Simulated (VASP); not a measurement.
# Cd2S (P3m1) in VASP: single point with PBE

Aim: the single point of Cd2S with PBE.

Program: VASP 6.6.1. These are calculated values, not measurements. Logs are shortened: lines on timing, memory, paths and dates and some standing lists are left out, and cuts for length are marked.

## 1. The cell of the first run

The structure is trigonal, space group P3m1 (No. 156). Conventional cell: a = 4.048 Å, b = 4.048 Å, c = 11.319 Å, α = 90.00°, β = 90.00°, γ = 120.00°. Within 3.4 Å of Cd (site symmetry 3m) lie 4 S at 2.55 Å. Cd (site symmetry 3m) has 12 Cd at 3.00 to 4.05 Å and 1 S at 3.31 Å within 4.1 Å. Within 3.4 Å of Cd (site symmetry 3m) lie 3 S at 2.59 Å and 3 Cd at 3.20 Å. Cd (site symmetry 3m) has 1 S at 2.56 Å and 3 Cd at 3.00 Å within 3.4 Å. Within 3.4 Å of S (site symmetry 3m) lie 4 Cd at 2.55 to 2.56 Å. S (site symmetry 3m) has 5 Cd at 2.55 to 3.31 Å within 3.4 Å.

## 2. Single point, PBE

Input file INCAR:

```
SYSTEM = Cd2S
ALGO     = Normal         ! electronic algorithm
EDIFF    = 1E-6           ! SCF threshold, eV
ENCUT    = 520            ! plane-wave cutoff, eV
GGA      = PE             ! functional
ISIF     = 2              ! what is computed and relaxed
ISMEAR   = 0              ! smearing method
LASPH    = .True.         ! aspherical terms in the spheres
LCHARG   = .True.         ! write CHGCAR
LELF     = .True.         ! ELF
LREAL    = .False.        ! projectors in reciprocal space
LVHAR    = .True.       
LWAVE    = .False.        ! write WAVECAR
NBANDS   = 39             ! bands
NELM     = 80             ! most SCF steps
PREC     = Accurate       ! precision mode
SIGMA    = 0.2            ! smearing width, eV
```

Input file KPOINTS:

```
k-points
0
Gamma
  5 5 2
  0 0 0
```

Input file POSCAR:

```
Cd2S
1.0
    4.0480453893      0.0000000000      0.0000000000
   -2.0240226947      3.5057101428      0.0000000000
    0.0000000000      0.0000000000     11.3187636404
Cd S
4 2
Direct
    0.3333333333      0.6666666667      0.3381231133
    0.3333333333      0.6666666667      0.8557751400
    0.6666666667      0.3333333333      0.6627904999
    0.0000000000      0.0000000000      0.0225576003
    0.0000000000      0.0000000000      0.2485238835
    0.3333333333      0.6666666667      0.5632297630
```

Potentials or basis: VASP PAW PBE potentials, release 64 (Cd, S).

Launch:

```console
> cat potpaw_PBE.64/Cd/POTCAR potpaw_PBE.64/S/POTCAR > POTCAR
> mpirun -np 1 vasp_std > vasp.out
```

OUTCAR:

```text
SYSTEM = Cd2S
   EDIFF = 1E-6
   ENCUT = 520
   GGA = PE
   ISIF = 2
   ISMEAR = 0
   LASPH = .True.
   LREAL = .False.
   NELM = 80
   PREC = Accurate

 ion  position               nearest neighbor table
   1  0.333  0.667  0.338-   5 2.55   5 2.55   5 2.55   6 2.55
   2  0.333  0.667  0.856-   4 3.00   4 3.00   4 3.00   3 3.20   3 3.20   3 3.20
   3  0.667  0.333  0.663-   6 2.59   6 2.59   6 2.59   2 3.20   2 3.20   2 3.20
   4  0.000  0.000  0.023-   5 2.56   2 3.00   2 3.00   2 3.00
   5  0.000  0.000  0.249-   1 2.55   1 2.55   1 2.55   4 2.56
   6  0.333  0.667  0.563-   1 2.55   3 2.59   3 2.59   3 2.59

  LATTYP: Found a hexagonal cell.
 ALAT       =     4.0480453893
 C/A-ratio  =     2.7961059108

  Lattice vectors:

 A1 = (   4.0480453893,   0.0000000000,   0.0000000000)
 A2 = (  -2.0240226947,   3.5057101428,   0.0000000000)
 A3 = (   0.0000000000,   0.0000000000,  11.3187636404)

Analysis of symmetry for initial positions (statically):
=====================================================================
 Subroutine PRICEL returns:
 Original cell was already a primitive cell.

 Routine SETGRP: Setting up the symmetry group for a
 hexagonal supercell.

 Subroutine GETGRP returns: Found  6 space group operations
 (whereof  6 operations were pure point group operations)
 out of a pool of 24 trial point group operations.

The static configuration has the point symmetry C_3v.

Analysis of symmetry for dynamics (positions and initial velocities):
=====================================================================
 Subroutine PRICEL returns:
 Original cell was already a primitive cell.

 Routine SETGRP: Setting up the symmetry group for a
 hexagonal supercell.

 Subroutine GETGRP returns: Found  6 space group operations
 (whereof  6 operations were pure point group operations)
 out of a pool of 24 trial point group operations.

The dynamic configuration has the point symmetry C_3v.

 Subroutine INISYM returns: Found  6 space group operations
 (whereof  6 operations are pure point group operations),
 and found     1 'primitive' translations

----------------------------------------------------------------------------------------

                                     Primitive cell

  volume of cell :     160.6277

  direct lattice vectors                    reciprocal lattice vectors
     4.048045389  0.000000000  0.000000000     0.247032803  0.142624455  0.000000000
    -2.024022695  3.505710143  0.000000000     0.000000000  0.285248911  0.000000000
     0.000000000  0.000000000 11.318763640     0.000000000  0.000000000  0.088348872

  length of vectors
     4.048045389  4.048045389 11.318763640     0.285248911  0.285248911  0.088348872

  position of ions in fractional coordinates (direct lattice)
     0.333333333  0.666666667  0.338123113
     0.333333333  0.666666667  0.855775140
     0.666666667  0.333333333  0.662790500
     0.000000000  0.000000000  0.022557600
     0.000000000  0.000000000  0.248523883
     0.333333333  0.666666667  0.563229763

  ion indices of the primitive-cell ions
   primitive index   ion index
                 1           1
                 2           2
                 3           3
                 4           4
                 5           5
                 6           6

----------------------------------------------------------------------------------------

 KPOINTS: k-points

Automatic generation of k-mesh.
 Grid dimensions read from file:
 generate k-points for:    5    5    2

 Generating k-lattice:

  Cartesian coordinates                     Fractional coordinates (reciprocal lattice)
     0.049406561  0.028524891  0.000000000     0.200000000 -0.000000000  0.000000000
     0.000000000  0.057049782  0.000000000     0.000000000  0.200000000  0.000000000
     0.000000000  0.000000000  0.044174436     0.000000000  0.000000000  0.500000000

  Length of vectors
     0.057049782  0.057049782  0.044174436

  Shift w.r.t. Gamma in fractional coordinates (k-lattice)
     0.000000000  0.000000000  0.000000000

 Subroutine IBZKPT returns following result:
 ===========================================

 Found     10 irreducible k-points:

 Following reciprocal coordinates:
            Coordinates               Weight
  0.000000  0.000000  0.000000      1.000000
  0.200000  0.000000  0.000000      6.000000
  0.400000  0.000000  0.000000      6.000000
  0.200000  0.200000  0.000000      6.000000
  0.400000  0.200000  0.000000      6.000000
  0.000000  0.000000  0.500000      1.000000
  0.200000  0.000000  0.500000      6.000000
  0.400000  0.000000  0.500000      6.000000
  0.200000  0.200000  0.500000      6.000000
  0.400000  0.200000  0.500000      6.000000
   k-points           NKPTS =     10   k-points in BZ     NKDIM =     10   number of bands    NBANDS=     39
   number of dos      NEDOS =    301   number of ions     NIONS =      6
   total plane-waves  NPLWV =  75600
   dimension x,y,z NGX =    30 NGY =   30 NGZ =   84
   dimension x,y,z NGXF=    60 NGYF=   60 NGZF=  168
   ions per type =               4   2
   NGX,Y,Z   is equivalent  to a cutoff of  12.32, 12.32, 12.34 a.u.
   NGXF,Y,Z  is equivalent  to a cutoff of  24.64, 24.64, 24.68 a.u.
 SYSTEM =  Cd2S
   PREC   = accura    normal or accurate (medium, high low for compatibility)
   ISTART =      0    job   : 0-new  1-cont  2-samecut
   ICHARG =      2    charge: 1-file 2-atom 10-const
   ISPIN  =      1    spin polarized calculation?
   LNONCOLLINEAR =      F non collinear calculations
   LSORBIT =      F    spin-orbit coupling
   LASPH  =      T    aspherical Exc in radial PAW
   ENCUT  =  520.0 eV  38.22 Ry    6.18 a.u.   7.53  7.53 21.05*2*pi/ulx,y,z
   NELM   =     80;   NELMIN=  2; NELMDL= -5     # of ELM steps
   EDIFF  = 0.1E-05   stopping-criterion for ELM
   LREAL  =      F    real-space projection
[... 7 lines left out ...]
   TEBEG  =    0.0;   TEEND  =   0.0 temperature during run
   PSTRESS=    0.0 pullay stress
   NELECT =      60.0000    total number of electrons
   NUPDOWN=      -1.0000    fix difference up-down
   EMIN   =  10.00;   EMAX   =-10.00  energy-range for DOS
   EFERMI =   0.00;   METHOD = LEGACY
   ISMEAR =     0;   SIGMA  =   0.20  broadening in eV -4-tet -1-fermi 0-gaus
   EFERMI_NEDOS =   21; number of points for ismear=-14 and -15
   IALGO  =     38    algorithm
   IMIX   =      4    mixing-type and parameters
     AMIX     =   0.40;   BMIX     =  1.00
     AMIX_MAG =   1.60;   BMIX_MAG =  1.00
  volume/ion in A,a.u.               =      26.77       180.66
  Fermi-wavevector in a.u.,A,eV,Ry     =   1.179013  2.228011 18.913061  1.390071
  Thomas-Fermi vector in A             =   2.315331
   LORBIT       =      0    0 simple, 1 ext, 2 COOP (PROOUT), +10 PAW based schemes
   GGA     = PE    functional components
   LHFCALC =     F    Hartree Fock is set to
   AEXX    =    0.0000 exact exchange contribution
   IVDW    =     0    specifies the selected vdW correction
   LEPSILON=     F    determine dielectric tensor
   LRPA    =     F    only Hartree local field effects (RPA)
 non-spin polarized calculation
 Gauss-broadening in eV      SIGMA  =   0.20
  energy-cutoff  :      520.00
  volume of cell :      160.63
 maximum number of plane-waves:      4362
 NGX is ok and might be reduce to    30
   NGX = 15   NGY = 15   NGZ = 43

 number of electron      60.0000028 magnetization

 Free energy of the ion-electron system (eV)
  ---------------------------------------------------
  ext. energy  EPLUGINS =         0.00000000
  ---------------------------------------------------
  free energy    TOTEN  =       -12.83281712 eV

  energy without entropy =      -12.80675154  energy(sigma->0) =      -12.81978433

 E-fermi :   1.8901     XC(G=0):  -9.1852

 val. band max:        1.7869000029   @ k =   0.2000   0.2000   0.0000
 cond. band min:       2.0018732348   @ k =   0.4000   0.0000   0.0000
 fundamental gap:      0.2149732319
 Fermi energy:         1.8901464598

 k-point     1 :       0.0000    0.0000    0.0000
  band No.  band energies     occupation
      1     -11.3988      2.00000
      2     -11.1894      2.00000
      3      -7.3149      2.00000
      4      -7.3149      2.00000
      5      -7.2298      2.00000
      6      -7.0955      2.00000
[... 31 lines left out ...]
     38       8.0437      0.00000
     39       8.1532      0.00000

 k-point     2 :       0.2000    0.0000    0.0000
  band No.  band energies     occupation
      1     -11.2794      2.00000
      2     -11.1016      2.00000
      3      -7.2950      2.00000
      4      -7.2828      2.00000
      5      -7.1894      2.00000
      6      -7.0958      2.00000
[... 31 lines left out ...]
     38       7.6427      0.00000
     39       8.2598      0.00000

 k-point     3 :       0.4000    0.0000    0.0000
  band No.  band energies     occupation
      1     -11.0802      2.00000
      2     -10.9632      2.00000
      3      -7.2708      2.00000
      4      -7.2247      2.00000
      5      -7.1611      2.00000
      6      -7.0054      2.00000
[... 31 lines left out ...]
     38       7.8091      0.00000
     39       8.0863      0.00000

 k-point     4 :       0.2000    0.2000    0.0000
  band No.  band energies     occupation
      1     -11.1195      2.00000
      2     -10.9896      2.00000
      3      -7.2798      2.00000
      4      -7.2121      2.00000
      5      -7.1182      2.00000
      6      -7.1081      2.00000
[... 31 lines left out ...]
     38       7.1974      0.00000
     39       7.6597      0.00000
[... 166 lines left out ...]
     38       7.5134      0.00000
     39       7.7390      0.00000

 k-point     9 :       0.2000    0.2000    0.5000
  band No.  band energies     occupation
      1     -11.1189      2.00000
      2     -10.9902      2.00000
      3      -7.2799      2.00000
      4      -7.2096      2.00000
      5      -7.1172      2.00000
      6      -7.1060      2.00000
[... 31 lines left out ...]
     38       7.4936      0.00000
     39       7.8882      0.00000

 k-point    10 :       0.4000    0.2000    0.5000
  band No.  band energies     occupation
      1     -11.0183      2.00000
      2     -10.9239      2.00000
      3      -7.2709      2.00000
      4      -7.1513      2.00000
      5      -7.1205      2.00000
      6      -7.0215      2.00000
[... 31 lines left out ...]
     38       7.5447      0.00000
     39       7.7324      0.00000

------------------------ aborting loop because EDIFF is reached ----------------------------------------

  FORCE on cell =-STRESS in cart. coord.  units (eV):
  Direction    XX          YY          ZZ          XY          YZ          ZX
  --------------------------------------------------------------------------------------
  -------------------------------------------------------------------------------------
  Total        0.1483633      0.1483633      0.4863696     -0.0000000      0.0000000     -0.0000000
  in kB        1.4798463      1.4798463      4.8512834     -0.0000000      0.0000000     -0.0000000
  external PRESSURE =       2.6036587 kB  Pullay stress =       0.0000000 kB

 VOLUME and BASIS-vectors are now :
 -----------------------------------------------------------------------------
  energy-cutoff  :      520.00
  volume of cell :      160.63
      direct lattice vectors                 reciprocal lattice vectors
     4.048045389  0.000000000  0.000000000     0.247032803  0.142624455  0.000000000
    -2.024022695  3.505710143  0.000000000     0.000000000  0.285248911  0.000000000
     0.000000000  0.000000000 11.318763640     0.000000000  0.000000000  0.088348872

 POSITION                                       TOTAL-FORCE (eV/Angst)
 -----------------------------------------------------------------------------------
     -0.00000      2.33714      3.82714         0.000000     -0.000000      0.017835
     -0.00000      2.33714      9.68632        -0.000000      0.000000     -0.018975
      2.02402      1.16857      7.50197         0.000000     -0.000000      0.009255
      0.00000      0.00000      0.25532        -0.000000      0.000000      0.010490
      0.00000      0.00000      2.81298        -0.000000     -0.000000      0.052747
     -0.00000      2.33714      6.37506         0.000000      0.000000     -0.071352
 -----------------------------------------------------------------------------------
    total drift:                                0.000001     -0.000001      0.000417

  FREE ENERGIE OF THE ION-ELECTRON SYSTEM (eV)
  ---------------------------------------------------
  free  energy   TOTEN  =       -12.8328171233 eV

  energy  without entropy=      -12.8067515428  energy(sigma->0) =      -12.81978433
```

It took 35 s on 1 thread of Intel Xeon 6975P-C (Granite Rapids), shared host; peak memory 0.26 GiB.

Results:

* Free energy: -12.8328 eV
* Pressure: 0.3 GPa
* Largest force: 0.071 eV/Å
* Band gap on the k mesh: 0.21 eV (least direct gap 0.79 eV)

Forces on the atoms (eV/Å):
```
Cd   0.000  0.000  0.018
Cd   0.000  0.000 -0.019
Cd   0.000  0.000  0.009
Cd   0.000  0.000  0.010
S    0.000  0.000  0.053
S    0.000  0.000 -0.071
```

Levels at points of the mesh, in eV from the valence-band top:
```
           k point  band 28  band 29  band 30  band 31  band 32  band 33
(0.00, 0.00, 0.00)    -1.14    -1.14    -0.32     0.69     2.41     4.20
(0.00, 0.00, 0.50)    -1.46    -1.14    -1.14     1.81     2.11     4.02
```
